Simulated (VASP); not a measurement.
# SnTe (Fm-3m) in VASP: a series of runs

The runs below take SnTe through single point, with PBEsol.

All numbers are computed with VASP 6.6.1; they aren't measurements. Logs are shortened: lines on timing, memory, paths and dates and some standing lists are left out, and cuts for length are marked.

### 1 The cell of the first run

It takes space group Fm-3m (No. 225, cubic). Conventional cell: a = 6.385 Å, b = 6.385 Å, c = 6.385 Å, α = 90.00°, β = 90.00°, γ = 90.00°. Sn (site symmetry m-3m) has 6 Te at 3.19 Å within 4.2 Å. Within 4.2 Å of Te (site symmetry m-3m) lie 6 Sn at 3.19 Å.

### 2 Single point, PBEsol

Contents of INCAR:

```
PREC     = Accurate       # precision mode
ENCUT    = 520            # plane-wave cutoff, eV
EDIFF    = 1E-6           # SCF threshold, eV
ISMEAR   = 0              # smearing method
SIGMA    = 0.01           # smearing width, eV
LREAL    = F              # projectors in reciprocal space
LASPH    = T              # aspherical terms in the spheres
NELM     = 100            # most SCF steps
ALGO     = Normal         # electronic algorithm
ISIF     = 2              # what is computed and relaxed
LWAVE    = F              # write WAVECAR
LCHARG   = T              # write CHGCAR
GGA      = PS             # functional
LELF     = T              # ELF
LVHAR    = T            
NBANDS   = 17             # bands
```

Contents of KPOINTS:

```
Automatic mesh
0
Gamma
  5 5 5
```

Contents of POSCAR:

```
SnTe
1.0
    0.0000000000      3.1923133075      3.1923133075
    3.1923133075      0.0000000000      3.1923133075
    3.1923133075      3.1923133075      0.0000000000
Sn Te
1 1
Direct
    0.0000000000      0.0000000000      0.0000000000
    0.5000000000      0.5000000000      0.5000000000
```

Potentials or basis: VASP PAW PBE potentials, release 64 (Sn_d, Te).

The run is started by

```sh
$ cat potpaw_PBE.64/Sn_d/POTCAR potpaw_PBE.64/Te/POTCAR > POTCAR
$ mpirun -np 1 vasp_std > vasp.out
```

OUTCAR:

```text
PREC = Accurate
   ENCUT = 520
   EDIFF = 1E-6
   ISMEAR = 0
   LREAL = F
   LASPH = T
   NELM = 100
   ISIF = 2
   GGA = PS

 ion  position               nearest neighbor table
   1  0.000  0.000  0.000-   2 3.19   2 3.19   2 3.19   2 3.19   2 3.19   2 3.19
   2  0.500  0.500  0.500-   1 3.19   1 3.19   1 3.19   1 3.19   1 3.19   1 3.19

  LATTYP: Found a face centered cubic cell.
 ALAT       =     6.3846266150

  Lattice vectors:

 A1 = (   0.0000000000,   3.1923133075,   3.1923133075)
 A2 = (   3.1923133075,   0.0000000000,   3.1923133075)
 A3 = (   3.1923133075,   3.1923133075,   0.0000000000)

Analysis of symmetry for initial positions (statically):
=====================================================================
 Subroutine PRICEL returns:
 Original cell was already a primitive cell.

 Routine SETGRP: Setting up the symmetry group for a
 face centered cubic supercell.

 Subroutine GETGRP returns: Found 48 space group operations
 (whereof 48 operations were pure point group operations)
 out of a pool of 48 trial point group operations.

The static configuration has the point symmetry O_h .

Analysis of symmetry for dynamics (positions and initial velocities):
=====================================================================
 Subroutine PRICEL returns:
 Original cell was already a primitive cell.

 Routine SETGRP: Setting up the symmetry group for a
 face centered cubic supercell.

 Subroutine GETGRP returns: Found 48 space group operations
 (whereof 48 operations were pure point group operations)
 out of a pool of 48 trial point group operations.

The dynamic configuration has the point symmetry O_h .

 Subroutine INISYM returns: Found 48 space group operations
 (whereof 48 operations are pure point group operations),
 and found     1 'primitive' translations

----------------------------------------------------------------------------------------

                                     Primitive cell

  volume of cell :      65.0649

  direct lattice vectors                    reciprocal lattice vectors
     0.000000000  3.192313308  3.192313308    -0.156626231  0.156626231  0.156626231
     3.192313308  0.000000000  3.192313308     0.156626231 -0.156626231  0.156626231
     3.192313308  3.192313308  0.000000000     0.156626231  0.156626231 -0.156626231

  length of vectors
     4.514612775  4.514612775  4.514612775     0.271284589  0.271284589  0.271284589

  position of ions in fractional coordinates (direct lattice)
     0.000000000  0.000000000  0.000000000
     0.500000000  0.500000000  0.500000000

  ion indices of the primitive-cell ions
   primitive index   ion index
                 1           1
                 2           2

----------------------------------------------------------------------------------------

 KPOINTS: Automatic mesh

Automatic generation of k-mesh.
 Grid dimensions read from file:
 generate k-points for:    5    5    5

 Generating k-lattice:

  Cartesian coordinates                     Fractional coordinates (reciprocal lattice)
    -0.031325246  0.031325246  0.031325246     0.200000000  0.000000000  0.000000000
     0.031325246 -0.031325246  0.031325246     0.000000000  0.200000000  0.000000000
     0.031325246  0.031325246 -0.031325246     0.000000000  0.000000000  0.200000000

  Length of vectors
     0.054256918  0.054256918  0.054256918

  Shift w.r.t. Gamma in fractional coordinates (k-lattice)
     0.000000000  0.000000000  0.000000000

 Subroutine IBZKPT returns following result:
 ===========================================

 Found     10 irreducible k-points:

 Following reciprocal coordinates:
            Coordinates               Weight
  0.000000  0.000000  0.000000      1.000000
  0.200000  0.000000  0.000000      8.000000
  0.400000  0.000000  0.000000      8.000000
  0.200000  0.200000  0.000000      6.000000
  0.400000  0.200000  0.000000     24.000000
 -0.400000  0.200000  0.000000     24.000000
 -0.200000  0.200000  0.000000     12.000000
  0.400000  0.400000  0.000000      6.000000
 -0.400000  0.400000  0.000000     12.000000
 -0.400000  0.400000  0.200000     24.000000
   k-points           NKPTS =     10   k-points in BZ     NKDIM =     10   number of bands    NBANDS=     17
   number of dos      NEDOS =    301   number of ions     NIONS =      2
   total plane-waves  NPLWV =  46656
   dimension x,y,z NGX =    36 NGY =   36 NGZ =   36
   dimension x,y,z NGXF=    72 NGYF=   72 NGZF=   72
   ions per type =               1   1
   NGX,Y,Z   is equivalent  to a cutoff of  13.26, 13.26, 13.26 a.u.
   NGXF,Y,Z  is equivalent  to a cutoff of  26.51, 26.51, 26.51 a.u.
 SYSTEM =  unknown system
   PREC   = accura    normal or accurate (medium, high low for compatibility)
   ISTART =      0    job   : 0-new  1-cont  2-samecut
   ICHARG =      2    charge: 1-file 2-atom 10-const
   ISPIN  =      1    spin polarized calculation?
   LNONCOLLINEAR =      F non collinear calculations
   LSORBIT =      F    spin-orbit coupling
   LASPH  =      T    aspherical Exc in radial PAW
   ENCUT  =  520.0 eV  38.22 Ry    6.18 a.u.   8.39  8.39  8.39*2*pi/ulx,y,z
   NELM   =    100;   NELMIN=  2; NELMDL= -5     # of ELM steps
   EDIFF  = 0.1E-05   stopping-criterion for ELM
   LREAL  =      F    real-space projection
   EDIFFG = 0.1E-04   stopping-criterion for IOM
   NSW    =      0    number of steps for IOM
   IBRION =     -1    ionic relax: 0-MD 1-quasi-New 2-CG
   NFREE  =      0    steps in history (QN), initial steepest desc. (CG)
   ISIF   =      2    stress and relaxation
   ISYM   =      2    0-nonsym 1-usesym 2-fastsym
   POTIM  = 0.5000    time-step for ionic-motion
   TEBEG  =    0.0;   TEEND  =   0.0 temperature during run
   PSTRESS=    0.0 pullay stress
   NELECT =      20.0000    total number of electrons
   NUPDOWN=      -1.0000    fix difference up-down
   EMIN   =  10.00;   EMAX   =-10.00  energy-range for DOS
   EFERMI =   0.00;   METHOD = LEGACY
   ISMEAR =     0;   SIGMA  =   0.01  broadening in eV -4-tet -1-fermi 0-gaus
   EFERMI_NEDOS =   21; number of points for ismear=-14 and -15
   IALGO  =     38    algorithm
   IMIX   =      4    mixing-type and parameters
     AMIX     =   0.40;   BMIX     =  1.00
     AMIX_MAG =   1.60;   BMIX_MAG =  1.00
  volume/ion in A,a.u.               =      32.53       219.54
  Fermi-wavevector in a.u.,A,eV,Ry     =   1.104848  2.087861 16.608493  1.220690
  Thomas-Fermi vector in A             =   2.241327
   LORBIT       =      0    0 simple, 1 ext, 2 COOP (PROOUT), +10 PAW based schemes
   GGA     = PS    functional components
   LHFCALC =     F    Hartree Fock is set to
   AEXX    =    0.0000 exact exchange contribution
   IVDW    =     0    specifies the selected vdW correction
   LEPSILON=     F    determine dielectric tensor
   LRPA    =     F    only Hartree local field effects (RPA)
 non-spin polarized calculation
 Gauss-broadening in eV      SIGMA  =   0.01
  energy-cutoff  :      520.00
  volume of cell :       65.06
 maximum number of plane-waves:      1807
 NGX is ok and might be reduce to    36
   NGX = 17   NGY = 17   NGZ = 17

 number of electron      20.0000003 magnetization

 Free energy of the ion-electron system (eV)
  ---------------------------------------------------
  ext. energy  EPLUGINS =         0.00000000
  ---------------------------------------------------
  free energy    TOTEN  =        -8.32747069 eV

  energy without entropy =       -8.32747069  energy(sigma->0) =       -8.32747069

 E-fermi :   6.0136     XC(G=0):  -9.4844

 val. band max:        5.9362236291   @ k =  -0.2000   0.2000   0.0000
 cond. band min:       6.8236240733   @ k =   0.4000   0.0000   0.0000
 fundamental gap:      0.8874004442
 Fermi energy:         6.0135508176

 k-point     1 :       0.0000    0.0000    0.0000
  band No.  band energies     occupation
      1     -15.4581      2.00000
      2     -15.4581      2.00000
      3     -15.4529      2.00000
      4     -15.4529      2.00000
      5     -15.4529      2.00000
      6      -6.2190      2.00000
[... 9 lines left out ...]
     16      11.1032      0.00000
     17      13.1102      0.00000

 k-point     2 :       0.2000    0.0000    0.0000
  band No.  band energies     occupation
      1     -15.4594      2.00000
      2     -15.4594      2.00000
      3     -15.4523      2.00000
      4     -15.4510      2.00000
      5     -15.4510      2.00000
      6      -5.9094      2.00000
[... 9 lines left out ...]
     16      11.8726      0.00000
     17      15.1533      0.00000

 k-point     3 :       0.4000    0.0000    0.0000
  band No.  band energies     occupation
      1     -15.4619      2.00000
      2     -15.4619      2.00000
      3     -15.4515      2.00000
      4     -15.4474      2.00000
      5     -15.4474      2.00000
      6      -5.2049      2.00000
[... 9 lines left out ...]
     16      13.9444      0.00000
     17      16.0159      0.00000

 k-point     4 :       0.2000    0.2000    0.0000
  band No.  band energies     occupation
      1     -15.4625      2.00000
      2     -15.4567      2.00000
      3     -15.4540      2.00000
      4     -15.4497      2.00000
      5     -15.4497      2.00000
      6      -5.8103      2.00000
[... 9 lines left out ...]
     16      12.9967      0.00000
     17      13.6045      0.00000

 k-point     5 :       0.4000    0.2000    0.0000
  band No.  band energies     occupation
      1     -15.4655      2.00000
      2     -15.4578      2.00000
      3     -15.4531      2.00000
      4     -15.4475      2.00000
      5     -15.4465      2.00000
      6      -5.2336      2.00000
[... 9 lines left out ...]
     16      14.9487      0.00000
     17      15.7255      0.00000

 k-point     6 :      -0.4000    0.2000    0.0000
  band No.  band energies     occupation
      1     -15.4644      2.00000
      2     -15.4605      2.00000
      3     -15.4503      2.00000
      4     -15.4479      2.00000
      5     -15.4465      2.00000
      6      -4.9058      2.00000
[... 9 lines left out ...]
     16      13.9186      0.00000
     17      16.5826      0.00000

 k-point     7 :      -0.2000    0.2000    0.0000
  band No.  band energies     occupation
      1     -15.4612      2.00000
      2     -15.4607      2.00000
      3     -15.4514      2.00000
      4     -15.4495      2.00000
      5     -15.4483      2.00000
      6      -5.4558      2.00000
[... 9 lines left out ...]
     16      14.2804      0.00000
     17      14.7379      0.00000

 k-point     8 :       0.4000    0.4000    0.0000
  band No.  band energies     occupation
      1     -15.4709      2.00000
      2     -15.4558      2.00000
      3     -15.4544      2.00000
      4     -15.4444      2.00000
      5     -15.4444      2.00000
      6      -4.9487      2.00000
[... 9 lines left out ...]
     16      15.7191      0.00000
     17      16.8077      0.00000

 k-point     9 :      -0.4000    0.4000    0.0000
  band No.  band energies     occupation
      1     -15.4699      2.00000
      2     -15.4561      2.00000
      3     -15.4539      2.00000
      4     -15.4451      2.00000
      5     -15.4444      2.00000
      6      -4.7276      2.00000
[... 9 lines left out ...]
     16      15.2014      0.00000
     17      16.9707      0.00000

 k-point    10 :      -0.4000    0.4000    0.2000
  band No.  band energies     occupation
      1     -15.4673      2.00000
      2     -15.4581      2.00000
      3     -15.4517      2.00000
      4     -15.4479      2.00000
      5     -15.4445      2.00000
      6      -4.8050      2.00000
[... 9 lines left out ...]
     16      15.8289      0.00000
     17      15.8500      0.00000

------------------------ aborting loop because EDIFF is reached ----------------------------------------

  FORCE on cell =-STRESS in cart. coord.  units (eV):
  Direction    XX          YY          ZZ          XY          YZ          ZX
  --------------------------------------------------------------------------------------
  -------------------------------------------------------------------------------------
  Total       -0.8176177     -0.8176177     -0.8176177      0.0000000      0.0000000      0.0000000
  in kB      -20.1332711    -20.1332711    -20.1332711      0.0000000      0.0000000      0.0000000
  external PRESSURE =     -20.1332711 kB  Pullay stress =       0.0000000 kB

 VOLUME and BASIS-vectors are now :
 -----------------------------------------------------------------------------
  energy-cutoff  :      520.00
  volume of cell :       65.06
      direct lattice vectors                 reciprocal lattice vectors
     0.000000000  3.192313308  3.192313308    -0.156626231  0.156626231  0.156626231
     3.192313308  0.000000000  3.192313308     0.156626231 -0.156626231  0.156626231
     3.192313308  3.192313308  0.000000000     0.156626231  0.156626231 -0.156626231

 POSITION                                       TOTAL-FORCE (eV/Angst)
 -----------------------------------------------------------------------------------
      0.00000      0.00000      0.00000        -0.000000      0.000000      0.000000
      3.19231      3.19231      3.19231         0.000000     -0.000000      0.000000
 -----------------------------------------------------------------------------------
    total drift:                               -0.000000      0.000000      0.000000

  FREE ENERGIE OF THE ION-ELECTRON SYSTEM (eV)
  ---------------------------------------------------
  free  energy   TOTEN  =        -8.3274706887 eV

  energy  without entropy=       -8.3274706887  energy(sigma->0) =       -8.32747069
```

Wall time 44 s (1 thread of AMD EPYC 7R13, shared host); peak memory 0.18 GiB.

What came out:

- Free energy: -8.3275 eV
- Pressure: -2.0 GPa

Caveat: this odd mesh misses L, where the gap lies, so gap, dielectric constants and Born charges aren't listed; the PAW data sets were made with another functional, which shifts forces and pressure a little; spin-orbit coupling is left out, which moves the levels of the heavy elements.

### 3 Single point, PBEsol

This run uses another cell than the first one, of 33.16 Å³/atom, 1.019 times its volume.

Contents of INCAR:

```
SYSTEM = SnTe
PREC = Accurate
ENCUT = 520
EDIFF = 1E-6
ISMEAR = 0
SIGMA = 0.01
LREAL = .FALSE.
LASPH = .TRUE.
NELM = 60
ALGO = Normal
ISIF = 2
LWAVE = .FALSE.
LCHARG = .FALSE.
GGA = PS
NBANDS = 17
```

Contents of KPOINTS:

```
Automatic mesh
0
G
  5 5 5
  0 0 0
```

Contents of POSCAR:

```
SnTe
1.0
    0.0000000000      3.2126470615      3.2126470615
    3.2126470615      0.0000000000      3.2126470615
    3.2126470615      3.2126470615      0.0000000000
Sn Te
1 1
Direct
    0.0000000000      0.0000000000      0.0000000000
    0.5000000000      0.5000000000      0.5000000000
```

Potentials or basis: VASP PAW PBE potentials, release 64 (Sn_d, Te).

The run is started by

```sh
$ cat potpaw_PBE.64/Sn_d/POTCAR potpaw_PBE.64/Te/POTCAR > POTCAR
$ mpirun -np 1 vasp_std > vasp.out
```

Run time: 45 s. Hardware: 1 thread of AMD EPYC 7R13, shared host; peak memory 0.18 GiB.

It converged, with:

```yaml
Free_energy: -8.3095 eV
Pressure: -2.7 GPa
```

Levels at points of the mesh, in eV from the Fermi level:
```tsv
k point	band 6	band 7	band 8	band 9	band 10	band 11	band 12	band 13	band 14	band 15
(0.00, 0.00, 0.00)	-12.07	-4.60	-1.64	-1.64	-1.64	3.54	3.54	3.54	5.15	5.15
```

Caveat: this odd mesh misses L, where the gap lies, so gap, dielectric constants and Born charges aren't listed; the PAW data sets were made with another functional, which shifts forces and pressure a little; spin-orbit coupling is left out, which moves the levels of the heavy elements.
